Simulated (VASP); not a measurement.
Crystal: B.

```
B
1.0
    -1.35662    1.35662    3.35718
     1.35662   -1.35662    3.35718
     1.35662    1.35662   -3.35718
B
3
Direct
  0.37990 0.37990 0.00000
  0.75000 0.25000 0.50000
  0.62010 0.62010 0.00000
```

| Item | Value |
| --- | --- |
| Program | VASP 6.6.1 |
| Task | relaxation of cell and atoms |
| Functional | PBE |
| Potentials or basis | VASP PAW PBE potentials, release 64 (B) |
| Cutoff | 600 eV |
| k mesh | 8 × 8 × 8 |
| Occupations | gaussian, width 0.1 eV |
| Spin | no spin polarisation |

At the start: pressure 31.7 GPa; volume 8.24 Å³/atom.

How do energy, volume and symmetry change on relaxing?

Over 12 steps the energy falls by 557.4 meV/atom and the volume is 8.88 Å³/atom (+7.8 %); space group I-4m2 (No. 119, to 0.05 Å).

Step by step:
| step | energy change (eV) | largest force (eV/Å) | pressure (GPa) | volume (Å³) |
| --- | --- | --- | --- | --- |
| 1 | 0.0000 | 0.0642 | 31.65 | 24.71 |
| 2 | -0.5379 | 0.9047 | -7.16 | 30.97 |
| 3 | -0.5459 | 0.8738 | -4.11 | 30.20 |
| 4 | -0.8878 | 1.5640 | -7.42 | 30.68 |
| 5 | -1.3282 | 1.3929 | -15.94 | 31.22 |
| 6 | -1.3264 | 1.6282 | -14.23 | 31.17 |
| 7 | -1.5069 | 0.6314 | -13.06 | 29.98 |
| 8 | -1.5848 | 0.2619 | -11.21 | 28.55 |
| 9 | -1.6573 | 0.0123 | -4.62 | 27.38 |
| 10 | -1.6709 | 0.1393 | -0.19 | 26.70 |
| 11 | -1.6710 | 0.1531 | 0.23 | 26.64 |
| 12 | -1.6721 | 0.0005 | 0.12 | 26.64 |

Final structure:
```
B
1.0
    -1.56425    1.56425    2.72176
     1.56425   -1.56425    2.72176
     1.56425    1.56425   -2.72176
B
3
Direct
  0.34565 0.34565 0.00000
  0.75000 0.25000 0.50000
  0.65435 0.65435 0.00000
```

Caveat: the k points lie up to 0.36 Å⁻¹ apart in the final cell.
